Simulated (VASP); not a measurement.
# PbO2 (P1) in VASP: single point with PBEsol+D3(BJ)

Aim: the single point of PbO2 with PBEsol+D3(BJ).

Program: VASP 6.6.1. These are calculated values, not measurements. Logs are shortened: lines on timing, memory, paths and dates and some standing lists are left out, and cuts for length are marked.

**1. The cell of the first run**

The typed cell holds 12 atoms: a = 4.984 Å, b = 4.984 Å, c = 6.796 Å, α = 90.00°, β = 90.00°, γ = 90.00°.

**2. Single point, PBEsol+D3(BJ), collinear spin, ferromagnetic start**

INCAR

```
SYSTEM = PbO2
  ALGO = Normal
  EDIFF = 1E-6
  ENCUT = 600
  GGA = PS
  GGA_COMPAT = .FALSE.
  ISIF = 2
  ISMEAR = -1
  ISPIN = 2
  IVDW = 12
  LASPH = .TRUE.
  LCHARG = .FALSE.
  LORBIT = 11
  LREAL = .FALSE.
  LWAVE = .FALSE.
  MAGMOM = 0.167 0.167 0.167 0.167 0.167 0.167 0.167 0.167 0.167 0.167 0.167 0.167
  NBANDS = 68
  NELM = 200
  PREC = Accurate
  SIGMA = 0.05
```

KPOINTS

```
Automatic mesh
0
Gamma
  2 2 2
  0.5 0.5 0.5
```

POSCAR

```
PbO2
1.0
    4.9835360000      0.0000000000      0.0000000000
    0.0000000000      4.9835360000      0.0000000000
    0.0000000000      0.0000000000      6.7958820000
Pb O
4 8
Direct
    0.9859620000      0.9847770000      0.9826100000
    0.9928800000      0.0021620000      0.4926290000
    0.4872950000      0.5014330000      0.2344190000
    0.5155990000      0.4905750000      0.7513230000
    0.3083030000      0.3235070000      0.9945830000
    0.3089010000      0.2946310000      0.4873590000
    0.7101380000      0.6743540000      0.0113670000
    0.7084070000      0.7090690000      0.5057160000
    0.2138230000      0.8046720000      0.2517960000
    0.1951580000      0.8280790000      0.7490360000
    0.8142950000      0.1813700000      0.2540940000
    0.8211400000      0.1866460000      0.7574270000
```

Potentials or basis: VASP PAW PBE potentials, release 64 (Pb_d, O).

Started as:

```console
cat potpaw_PBE.64/Pb_d/POTCAR potpaw_PBE.64/O/POTCAR > POTCAR
mpirun -np 1 vasp_std > vasp.out
```

OUTCAR:

```text
SYSTEM = PbO2
   EDIFF = 1E-6
   ENCUT = 600
   GGA = PS
   ISIF = 2
   ISMEAR = -1
   ISPIN = 2
   IVDW = 12
   LASPH = .TRUE.
   LORBIT = 11
   LREAL = .FALSE.
   NELM = 200
   PREC = Accurate
 IVDW          = 12

 ion  position               nearest neighbor table
   1  0.986  0.985  0.983-  12 2.01  10 2.05   7 2.08  11 2.26   5 2.33   9 2.33   2 3.33   2 3.47
                             4 3.75   4 3.78   3 3.86   3 3.87   4 3.94   3 3.97   4 3.97   3 3.97
   2  0.993  0.002  0.493-   8 2.04  11 2.05   6 2.15  10 2.19  12 2.19   9 2.20   1 3.33   1 3.47
                             4 3.83   4 3.90   3 3.92   3 3.92   3 3.95   3 3.96   4 3.98   4 4.05
   3  0.487  0.501  0.234-   9 2.04   5 2.06   7 2.07   6 2.19  11 2.28   8 2.38   4 3.29   4 3.52
                             1 3.86   1 3.87   2 3.92   2 3.92   2 3.95   2 3.96   1 3.97   1 3.97
   4  0.516  0.491  0.751-   5 2.12  12 2.15   8 2.21   7 2.21   6 2.29  10 2.32   3 3.29   3 3.52
                             1 3.75   1 3.78   2 3.83   2 3.90   1 3.94   1 3.97   2 3.98   2 4.05
   5  0.308  0.324  0.995-   3 2.06   4 2.12   1 2.33
   6  0.309  0.295  0.487-   2 2.15   3 2.19   4 2.29
   7  0.710  0.674  0.011-   3 2.07   1 2.08   4 2.21
   8  0.708  0.709  0.506-   2 2.04   4 2.21   3 2.38
   9  0.214  0.805  0.252-   3 2.04   2 2.20   1 2.33
  10  0.195  0.828  0.749-   1 2.05   2 2.19   4 2.32
  11  0.814  0.181  0.254-   2 2.05   1 2.26   3 2.28
  12  0.821  0.187  0.757-   1 2.01   4 2.15   2 2.19

  LATTYP: Found a simple tetragonal cell.
 ALAT       =     4.9835360000
 C/A-ratio  =     1.3636666816

  Lattice vectors:

 A1 = (   4.9835360000,   0.0000000000,   0.0000000000)
 A2 = (   0.0000000000,   4.9835360000,   0.0000000000)
 A3 = (   0.0000000000,   0.0000000000,   6.7958820000)

Analysis of symmetry for initial positions (statically):
=====================================================================
 Subroutine PRICEL returns:
 Original cell was already a primitive cell.

 Routine SETGRP: Setting up the symmetry group for a
 simple tetragonal supercell.

 Subroutine GETGRP returns: Found  1 space group operations
 (whereof  1 operations were pure point group operations)
 out of a pool of 16 trial point group operations.

The static configuration has the point symmetry C_1 .

Analysis of symmetry for dynamics (positions and initial velocities):
=====================================================================
 Subroutine PRICEL returns:
 Original cell was already a primitive cell.

 Routine SETGRP: Setting up the symmetry group for a
 simple tetragonal supercell.

 Subroutine GETGRP returns: Found  1 space group operations
[... 179 lines left out ...]
      4     -13.7082      1.00000
      5     -13.3585      1.00000
      6     -13.3326      1.00000
[... 257 lines left out ...]
     63      13.8759      0.00000
     64      14.2497      0.00000
 Fermi energy:         4.8994123364

 spin component 2

 k-point     1 :       0.2500    0.2500    0.2500
  band No.  band energies     occupation
      1     -14.2747      1.00000
      2     -14.0915      1.00000
      3     -13.8480      1.00000
      4     -13.7082      1.00000
      5     -13.3585      1.00000
      6     -13.3326      1.00000
[... 257 lines left out ...]
     63      13.8758      0.00000
     64      14.2497      0.00000
 [bands above 64 left out]

------------------------ aborting loop because EDIFF is reached ----------------------------------------

 Edisp (eV)   -2.34791

 E8    (eV) :    -1.5436

  FORCE on cell =-STRESS in cart. coord.  units (eV):
  Direction    XX          YY          ZZ          XY          YZ          ZX
  --------------------------------------------------------------------------------------
  -------------------------------------------------------------------------------------
  Total       1.84722     2.22161     3.52193     0.34101    -1.31267    -0.05086
  in kB      17.53511    21.08906    33.43264     3.23707   -12.46077    -0.48280
  external pressure =       24.02 kB  Pullay stress =        0.00 kB

 VOLUME and BASIS-vectors are now :
 -----------------------------------------------------------------------------
  energy-cutoff  :      600.00
  volume of cell :      168.78
      direct lattice vectors                 reciprocal lattice vectors
     4.983536000  0.000000000  0.000000000     0.200660736  0.000000000  0.000000000
     0.000000000  4.983536000  0.000000000     0.000000000  0.200660736  0.000000000
     0.000000000  0.000000000  6.795882000     0.000000000  0.000000000  0.147147935

 POSITION                                       TOTAL-FORCE (eV/Angst)
 -----------------------------------------------------------------------------------
      4.91358      4.90767      6.67770         1.613303      0.404791      3.517429
      4.94805      0.01077      3.34785         1.559150      0.054197      0.288725
      2.42845      2.49891      1.59308         0.924770     -1.013958      2.829435
      2.56951      2.44480      5.10590        -0.754217      0.678903     -1.381692
      1.53644      1.61221      6.75907        -0.957606     -1.120503     -0.759706
      1.53942      1.46830      3.31203         0.726842      0.708998      0.661867
      3.53900      3.36067      0.07725         0.105675     -0.022844     -1.112385
      3.53037      3.53367      3.43679        -1.500850     -1.774116      0.004818
      1.06559      4.01011      1.71118        -1.106484      1.178270     -0.550577
      0.97258      4.12676      5.09036         1.320225     -1.209483     -0.641219
      4.05807      0.90386      1.72679        -0.740616      0.811158     -1.509020
      4.09218      0.93016      5.14738        -1.190191      1.304586     -1.347675
 -----------------------------------------------------------------------------------
    total drift:                               -0.000334     -0.000589     -0.001575

  FREE ENERGIE OF THE ION-ELECTRON SYSTEM (eV)
  ---------------------------------------------------
  free  energy   TOTEN  =       -69.4572067440 eV

  energy  without entropy=      -69.4572066687  energy(sigma->0) =      -69.45720671

 total charge

# of ion       s       p       d       tot
------------------------------------------
    1        1.037   0.845  10.051  11.932
    2        1.024   0.855  10.064  11.944
    3        1.033   0.843  10.053  11.929
    4        1.055   0.751  10.009  11.815
    5        1.572   3.392   0.000   4.964
    6        1.571   3.350   0.000   4.921
    7        1.571   3.424   0.000   4.996
    8        1.571   3.367   0.000   4.938
    9        1.570   3.383   0.000   4.953
   10        1.572   3.379   0.000   4.951
   11        1.571   3.367   0.000   4.938
   12        1.572   3.430   0.000   5.002
--------------------------------------------------
tot         16.718  30.386  40.177  87.281

 magnetization (x)

# of ion       s       p       d       tot
------------------------------------------
    1       -0.000   0.000   0.000   0.000
    2       -0.000  -0.000   0.000  -0.000
    3       -0.000   0.000   0.000  -0.000
    4       -0.000   0.000  -0.000   0.000
    5        0.000  -0.000   0.000  -0.000
    6       -0.000  -0.000   0.000  -0.000
    7       -0.000  -0.000   0.000  -0.000
    8        0.000  -0.000   0.000  -0.000
    9       -0.000  -0.000   0.000  -0.000
   10        0.000  -0.000   0.000  -0.000
   11        0.000  -0.000   0.000  -0.000
   12        0.000  -0.000   0.000  -0.000
--------------------------------------------------
tot         -0.000  -0.000   0.000  -0.000
```

OSZICAR:

```text
N       E                     dE             d eps       ncg     rms          rms(c)
DAV:   1     0.165023174217E+04    0.16502E+04   -0.52515E+04  1088   0.208E+03
DAV:   2     0.238820772637E+03   -0.14114E+04   -0.13308E+04  1168   0.590E+02
DAV:   3    -0.513750785502E+02   -0.29020E+03   -0.27710E+03  1208   0.271E+02
DAV:   4    -0.767865673370E+02   -0.25411E+02   -0.25055E+02  1512   0.815E+01
DAV:   5    -0.773736491344E+02   -0.58708E+00   -0.58558E+00  1440   0.137E+01    0.187E+01
DAV:   6    -0.671273764785E+02    0.10246E+02   -0.31881E+01  1616   0.527E+01    0.613E+00
DAV:   7    -0.672242856434E+02   -0.96909E-01   -0.38133E+00  1272   0.988E+00    0.390E+00
DAV:   8    -0.671391599623E+02    0.85126E-01   -0.60974E-01  1696   0.565E+00    0.114E+00
DAV:   9    -0.671111019140E+02    0.28058E-01   -0.65315E-02  1744   0.273E+00    0.516E-01
DAV:  10    -0.671085570906E+02    0.25448E-02   -0.29865E-02  1720   0.109E+00    0.143E-01
DAV:  11    -0.671091674922E+02   -0.61040E-03   -0.33202E-03  1576   0.333E-01    0.109E-01
DAV:  12    -0.671092698505E+02   -0.10236E-03   -0.33259E-04  1600   0.157E-01    0.394E-02
DAV:  13    -0.671092949256E+02   -0.25075E-04   -0.88015E-05  1616   0.591E-02    0.116E-02
DAV:  14    -0.671092990011E+02   -0.40754E-05   -0.98654E-06  1464   0.257E-02    0.665E-03
DAV:  15    -0.671092990377E+02   -0.36653E-07   -0.15438E-06   816   0.950E-03
   1 F= -.69457207E+02 E0= -.69457207E+02  d E =-.752570E-07  mag=    -0.0001
```

It took 2.2 min on 1 thread of Intel Xeon Platinum 8259CL at 2.50GHz (Skylake/Cascade Lake), shared host; peak memory 0.38 GiB.

What came out:

```yaml
Free_energy: -69.4572 eV
Pressure: 2.4 GPa
Largest_force: 3.891 eV/Å
Band_gap_on_the_k_mesh: 1.70 eV
Net_moment: 0.00 μB per cell
Valence_electrons_inside_the_program's_atomic_spheres: Pb 11.93, 11.94, 11.81 (each value once); O 4.96, 4.92, 5.00, 4.94, 4.95 (each value once)
Dispersion_energy_per_atom: -0.196 eV
```

Forces on the atoms (eV/Å):
```
Pb   1.613  0.405  3.517
Pb   1.559  0.054  0.289
Pb   0.925 -1.014  2.829
Pb  -0.754  0.679 -1.382
O   -0.958 -1.121 -0.760
O    0.727  0.709  0.662
O    0.106 -0.023 -1.112
O   -1.501 -1.774  0.005
O   -1.106  1.178 -0.551
O    1.320 -1.209 -0.641
O   -0.741  0.811 -1.509
O   -1.190  1.305 -1.348
```

Levels at points of the mesh, in eV from the valence-band top:
Spin up:
```tsv
k point	band 50	band 51	band 52	band 53	band 54	band 55
(0.25, 0.25, 0.25)	-0.28	-0.23	0.00	1.70	3.11	3.74
```
Spin down:
```csv
k point,band 50,band 51,band 52,band 53,band 54,band 55
"(0.25, 0.25, 0.25)",-0.28,-0.23,0.00,1.70,3.11,3.74
```

Caveat: the k points lie up to 0.63 Å⁻¹ apart; the PAW data sets were made with another functional, which shifts forces and pressure a little; spin-orbit coupling is left out, which moves the levels of the heavy elements; a shifted mesh leaves out Γ, where band edges can lie. A k mesh can miss the band edges.
